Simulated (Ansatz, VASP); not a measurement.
# Two plane-wave programs on Ge

```
Ge
1.0
    -2.58146    2.72774    1.42785
     2.54415   -2.71629    1.33802
     2.48884    2.62367   -1.40676
Ge
2
Cartesian
  2.5333 -0.0505 0.6747
  -0.0094 0.0303 1.3724
```

Alike in both runs: task single point; functional PBEsol; k mesh 8 × 8 × 6; no spin polarisation.

```csv
,VASP,Ansatz
version,VASP 6.6.1,Ansatz 0.2.0
potentials or method,"VASP PAW PBE potentials, release 64 (Ge_d), cutoff 520 eV","plane waves, PAW"
occupations,"methfessel-paxton of order 1, width 0.1 eV","cold, width 0.1 eV"
valence electrons in the cell,28,28
```

```csv
,VASP,Ansatz,Ansatz less VASP
pressure (GPa),-0.6,-0.6,+0.08
"traceless stress, the component that is largest in VASP (GPa)",-6.85,-6.90,-0.050
rms of the force components (eV/Å),0.154,0.153,-0.0007
```

VASP's potentials were made for PBE, not for PBEsol. Atom by atom the forces differ by 0.001 eV/Å (rms over components). Ansatz's warnings: stress scf threshold loose.
